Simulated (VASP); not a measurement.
# Pb (Im-3m) in VASP: notebook

Pb is run at these levels: LDA; tasks: single point.

All numbers are computed with VASP 6.6.1; they aren't measurements. Logs are shortened: lines on timing, memory, paths and dates and some standing lists are left out, and cuts for length are marked.

## Step 1: The cell of the first run

The structure is cubic, space group Im-3m (No. 229). The conventional cell has a = 3.873 Å, b = 3.873 Å, c = 3.873 Å, α = 90.00°, β = 90.00°, γ = 90.00°. Within 4.4 Å of Pb (site symmetry m-3m) lie 14 Pb at 3.35 to 3.87 Å.

This isn't the form of Pb at room conditions, which is fcc.

## Step 2: Single point, LDA, non-collinear spin, zero start, spin-orbit coupling

INCAR reads:

```
ALGO = Normal ; EDIFF = 1E-6
ENCUT = 520 ; GGA = CA
GGA_COMPAT = F ; ISIF = 2
ISMEAR = -1 ; LASPH = T
LCHARG = F ; LORBIT = 11
LORBMOM = T ; LREAL = F
LSORBIT = T ; LWAVE = F
MAGMOM = 0 0 0 ; NBANDS = 25
NELM = 150 ; PREC = Accurate
SIGMA = 0.05
```

KPOINTS reads:

```
k-points
0
Gamma
  15 15 15
```

POSCAR reads:

```
Pb
1.0
   -1.9367011021      1.9367011021      1.9367011021
    1.9367011021     -1.9367011021      1.9367011021
    1.9367011021      1.9367011021     -1.9367011021
Pb
1
Direct
    0.0000000000      0.0000000000      0.0000000000
```

Potentials or basis: VASP PAW LDA potentials, release 64 (Pb_d).

On the command line:

```sh
> cat potpaw_LDA.64/Pb_d/POTCAR > POTCAR
> mpirun -np 1 vasp_ncl > vasp.out
```

OUTCAR:

```text
EDIFF = 1E-6
   ENCUT = 520
   GGA = CA
   ISIF = 2
   ISMEAR = -1
   LASPH = T
   LORBIT = 11
   LREAL = F
   LSORBIT = T
   NELM = 150
   PREC = Accurate

 ion  position               nearest neighbor table
   1  0.000  0.000  0.000-

  LATTYP: Found a body centered cubic cell.
 ALAT       =     3.8734022042

  Lattice vectors:

 A1 = (  -1.9367011021,   1.9367011021,   1.9367011021)
 A2 = (   1.9367011021,  -1.9367011021,   1.9367011021)
 A3 = (   1.9367011021,   1.9367011021,  -1.9367011021)

Analysis of symmetry for initial positions (statically):
=====================================================================
 Subroutine PRICEL returns:
 Original cell was already a primitive cell.

 Routine SETGRP: Setting up the symmetry group for a
 body centered cubic supercell.

 Subroutine GETGRP returns: Found 48 space group operations
 (whereof 48 operations were pure point group operations)
 out of a pool of 48 trial point group operations.

The static configuration has the point symmetry O_h .

Analysis of symmetry for dynamics (positions and initial velocities):
=====================================================================
 Subroutine PRICEL returns:
 Original cell was already a primitive cell.

 Routine SETGRP: Setting up the symmetry group for a
 body centered cubic supercell.

 Subroutine GETGRP returns: Found 48 space group operations
 (whereof 48 operations were pure point group operations)
 out of a pool of 48 trial point group operations.

The dynamic configuration has the point symmetry O_h .

Analysis of structural, dynamic, and magnetic symmetry:
=====================================================================
 Subroutine PRICEL returns:
 Original cell was already a primitive cell.

 Routine SETGRP: Setting up the symmetry group for a
 body centered cubic supercell.

 Subroutine GETGRP returns: Found 48 space group operations
 (whereof 48 operations were pure point group operations)
 out of a pool of 48 trial point group operations.

The overall configuration has the point symmetry O_h .

 Subroutine INISYM returns: Found 48 space group operations
 (whereof 48 operations are pure point group operations),
[... 146 lines left out ...]

 val. band max:        7.3904562792   @ k =  -0.4667  -0.4667   0.2667
 cond. band min:       7.4114202045   @ k =   0.2667   0.2667   0.2000
 fundamental gap:      0.0209639253
 Fermi energy:         7.4009350064

 k-point     1 :       0.0000    0.0000    0.0000
  band No.  band energies     occupation
      1     -10.9594      1.00000
      2     -10.9594      1.00000
      3     -10.9594      1.00000
      4     -10.9594      1.00000
      5      -8.5297      1.00000
      6      -8.5297      1.00000
[... 661 lines left out ...]
     24      20.9309      0.00000
     25      21.1563      0.00000

 [... further k-points ...]

------------------------ aborting loop because EDIFF is reached ----------------------------------------

  FORCE on cell =-STRESS in cart. coord.  units (eV):
  Direction    XX          YY          ZZ          XY          YZ          ZX
  --------------------------------------------------------------------------------------
  -------------------------------------------------------------------------------------
  Total        0.0131792      0.0131792      0.0131792     -0.0000000      0.0000000      0.0000000
  in kB        0.7266936      0.7266936      0.7266936     -0.0000000      0.0000000      0.0000000
  external PRESSURE =       0.7266936 kB  Pullay stress =       0.0000000 kB

 VOLUME and BASIS-vectors are now :
 -----------------------------------------------------------------------------
  energy-cutoff  :      520.00
  volume of cell :       29.06
      direct lattice vectors                 reciprocal lattice vectors
    -1.936701102  1.936701102  1.936701102     0.000000000  0.258170969  0.258170969
     1.936701102 -1.936701102  1.936701102     0.258170969  0.000000000  0.258170969
     1.936701102  1.936701102 -1.936701102     0.258170969  0.258170969  0.000000000

 POSITION                                       TOTAL-FORCE (eV/Angst)
 -----------------------------------------------------------------------------------
      0.00000      0.00000      0.00000        -0.000000      0.000000      0.000000
 -----------------------------------------------------------------------------------
    total drift:                               -0.000000     -0.000000     -0.000000

  FREE ENERGIE OF THE ION-ELECTRON SYSTEM (eV)
  ---------------------------------------------------
  free  energy   TOTEN  =        -4.7815633292 eV

  energy  without entropy=       -4.7766373525  energy(sigma->0) =       -4.77910034

 orbital moment (x)

 # of ion     p       d       tot
 ----------------------------------------
  1         0.000   0.000   0.000
 ----------------------------------------
            0.000   0.000   0.000

 orbital moment (y)

 # of ion     p       d       tot
 ----------------------------------------
  1         0.000  -0.000  -0.000
 ----------------------------------------
            0.000  -0.000  -0.000

 orbital moment (z)

 # of ion     p       d       tot
 ----------------------------------------
  1         0.000  -0.000   0.000
 ----------------------------------------
            0.000  -0.000   0.000

 Spin-Orbit-Coupling matrix elements

 Ion:    1  E_soc:     -1.1921310
 l=   1
     0.0000000    -0.1297175    -0.1297175
    -0.1297175     0.0000000    -0.1297175
    -0.1297175    -0.1297175     0.0000000
 l=   2
     0.0000000    -0.0137537     0.0000000    -0.0137537    -0.0552173
    -0.0137537     0.0000000    -0.0414130    -0.0137537    -0.0138043
     0.0000000    -0.0414130     0.0000000    -0.0414130     0.0000000
    -0.0137537    -0.0137537    -0.0414130     0.0000000    -0.0138043
    -0.0552173    -0.0138043     0.0000000    -0.0138043     0.0000000
 l=   3
     0.0000000     0.0000000     0.0000000     0.0000000     0.0000000     0.0000000     0.0000000
     0.0000000     0.0000000     0.0000000     0.0000000     0.0000000     0.0000000     0.0000000
     0.0000000     0.0000000     0.0000000     0.0000000     0.0000000     0.0000000     0.0000000
     0.0000000     0.0000000     0.0000000     0.0000000     0.0000000     0.0000000     0.0000000
     0.0000000     0.0000000     0.0000000     0.0000000     0.0000000     0.0000000     0.0000000
     0.0000000     0.0000000     0.0000000     0.0000000     0.0000000     0.0000000     0.0000000
     0.0000000     0.0000000     0.0000000     0.0000000     0.0000000     0.0000000     0.0000000

 total charge

# of ion       s       p       d       tot
------------------------------------------
    1        1.394   0.794   9.809  11.997

 magnetization (x)

# of ion       s       p       d       tot
------------------------------------------
    1        0.000   0.000   0.000   0.000

 magnetization (y)

# of ion       s       p       d       tot
------------------------------------------
    1        0.000   0.000   0.000   0.000

 magnetization (z)

# of ion       s       p       d       tot
------------------------------------------
    1       -0.000  -0.000   0.000  -0.000
```

OSZICAR:

```text
N       E                     dE             d eps       ncg     rms          rms(c)
DAV:   1     0.150123765166E+03    0.15012E+03   -0.67234E+03  6056   0.137E+03
DAV:   2     0.709783866667E+01   -0.14303E+03   -0.13765E+03  6112   0.368E+02
DAV:   3    -0.437907887794E+01   -0.11477E+02   -0.11339E+02  7519   0.125E+02
DAV:   4    -0.477305417459E+01   -0.39398E+00   -0.39345E+00  7276   0.246E+01
DAV:   5    -0.479388904155E+01   -0.20835E-01   -0.20834E-01  9135   0.518E+00    0.598E-01
DAV:   6    -0.478477276742E+01    0.91163E-02   -0.13125E-02  8164   0.202E+00    0.277E-01
DAV:   7    -0.478187362239E+01    0.28991E-02   -0.39170E-03  8561   0.104E+00    0.202E-01
DAV:   8    -0.478169153504E+01    0.18209E-03   -0.14399E-04  7469   0.146E-01    0.326E-02
DAV:   9    -0.478156384968E+01    0.12769E-03   -0.62598E-05  7568   0.154E-01    0.339E-03
DAV:  10    -0.478156332917E+01    0.52052E-06   -0.11943E-06  5949   0.185E-02
   1 F= -.47815633E+01 E0= -.47791003E+01  d E =-.492598E-02  mag=    -0.0000    -0.0000     0.0000
```

stdout:

```text
POSCAR found type information on POSCAR Pb
 POSCAR found :  1 types and       1 ions
 scaLAPACK will be used
 LDA part: xc-table for (Slater(with rela. corr.)+CA(PZ))
 , standard interpolation
 POSCAR, INCAR and KPOINTS ok, starting setup
 FFT: planning ... GRIDC
 FFT: planning ... GRID_SOFT
 FFT: planning ... GRID
 WAVECAR not read
 entering main loop
```

Run time: 100 s. Hardware: 1 thread of Intel Xeon Platinum 8488C (Sapphire Rapids), shared host; peak memory 0.28 GiB.

What came out:

```
Free energy                                           : -4.7816 eV
Pressure                                              : 0.1 GPa
Net moment                                            : 0.00 μB per cell
Valence electrons inside the program's atomic spheres : Pb 12.00
```

Moments on the atoms (μB; x, y, z):
```
Pb  0.00 0.00 0.00
```

## Step 3: Single point, LDA, non-collinear spin, zero start, spin-orbit coupling

INCAR reads:

```
PREC     = Accurate       # precision mode
ENCUT    = 520            # plane-wave cutoff, eV
EDIFF    = 1E-6           # SCF threshold, eV
ISMEAR   = -1             # smearing method
SIGMA    = 0.05           # smearing width, eV
LREAL    = False          # projectors in reciprocal space
LASPH    = True           # aspherical terms in the spheres
NELM     = 150            # most SCF steps
ALGO     = Normal         # electronic algorithm
ISIF     = 2              # what is computed and relaxed
LWAVE    = False          # write WAVECAR
LCHARG   = True           # write CHGCAR
LNONCOLLINEAR= True           # non-collinear magnetism
MAGMOM   = 0 0 0          # initial moments
LORBIT   = 11             # projections on sites
LSORBIT  = True           # spin-orbit coupling
GGA_COMPAT= False        
LORBMOM  = True         
LVHAR    = True         
NBANDS   = 25             # bands
```

KPOINTS reads:

```
Automatic mesh
0
Gamma
  15 15 15
```

POSCAR is that of step 2.

Potentials or basis: VASP PAW LDA potentials, release 64 (Pb_d).

On the command line:

```sh
> cat potpaw_LDA.64/Pb_d/POTCAR > POTCAR
> mpirun -np 1 vasp_ncl > vasp.out
```

Run time: 90 s. Hardware: 1 thread of Intel Xeon Platinum 8488C (Sapphire Rapids), shared host; peak memory 0.28 GiB.

Results (log left out):

| Quantity | Value |
| --- | --- |
| Free energy | -4.7816 eV |
| Pressure | 0.1 GPa |
| Net moment | 0.00 μB per cell |
| Valence electrons inside the program's atomic spheres | Pb 12.00 |

Moments on the atoms (μB; x, y, z):
```
Pb  0.00 0.00 0.00
```
